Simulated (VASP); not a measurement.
## Rh: relaxation of cell and atoms with PBE

Rh:

```xyz
1
Lattice="2.6464 0.0000 0.0000 -1.3232 2.2919 0.0000 0.0000 0.0000 2.4876" Properties=species:S:1:pos:R:3 pbc="T T T"
Rh    0.0000    0.0000    0.0000
```

This isn't the form of Rh at room conditions, which is fcc.

```yaml
Program: VASP 6.6.1
Task: relaxation of cell and atoms
Functional: PBE
Potentials_or_basis: VASP PAW PBE potentials, release 64 (Rh_pv)
Cutoff: 600 eV
k_mesh: 17 × 17 × 15
Occupations: fermi-dirac, width 0.1 eV
Spin: no spin polarisation
Target_pressure: -6.8 GPa
Dipole_correction: no
Further_INCAR_settings: ALGO = Normal; EDIFF = 1e-07; IBRION = 2; EDIFFG = -0.005; NSW = 60; ISIF = 3
```

```yaml
Relaxed_volume: 15.91 Å³/atom
Relaxed_cell: a = 2.668 Å, b = 2.668 Å, c = 2.580 Å, α = 90.00°, β = 90.00°, γ = 120.00°
Space_group_after_relaxing_to_0.1_Å: P6/mmm (No. 191)
Energy_change_on_relaxing_the_run_minimises_the_enthalpy: +2.0 meV/atom
Ionic_steps: 9
Pressure_after_relaxing: -6.8 GPa
Band_gap_on_the_k_mesh: zero (an odd number of electrons rules out a gap without spin polarisation)
```

The path:
```csv
step,energy change (eV),largest force (eV/Å),pressure (GPa),volume (Å³)
1,0.0000,0.0000,3.51,15.09
2,0.1152,0.0000,-18.05,17.30
3,0.0065,0.0000,-7.74,15.98
4,0.0057,0.0000,-7.56,15.96
5,0.0006,0.0000,-6.29,15.87
6,0.0016,0.0000,-6.69,15.90
7,0.0016,0.0000,-6.73,15.90
8,0.0023,0.0000,-6.87,15.91
9,0.0020,0.0000,-6.81,15.91
```

Final structure:
```cif
data_structure
_symmetry_space_group_name_H-M 'P 1'
_symmetry_Int_Tables_number 1
_cell_length_a 2.6679
_cell_length_b 2.6679
_cell_length_c 2.5804
_cell_angle_alpha 90.000
_cell_angle_beta 90.000
_cell_angle_gamma 120.000
_cell_volume 15.91
loop_
_atom_site_label
_atom_site_type_symbol
_atom_site_fract_x
_atom_site_fract_y
_atom_site_fract_z
_atom_site_occupancy
Rh1 Rh 0.00000 0.00000 0.00000 1
```

Levels at points of the mesh, in eV from the Fermi level:
```
           k point  band 4  band 5  band 6  band 7  band 8  band 9  band 10  band 11
(0.00, 0.00, 0.00)   -6.81   -4.85   -2.41   -2.41    0.79    0.79    15.96    16.51
```

Run time: 5.2 min on 1 thread of Intel Xeon 8259CL, on a shared host, peak memory 0.19 GiB.

Caveat: the cell is relaxed towards a set pressure, so the run minimises the enthalpy, not the energy.
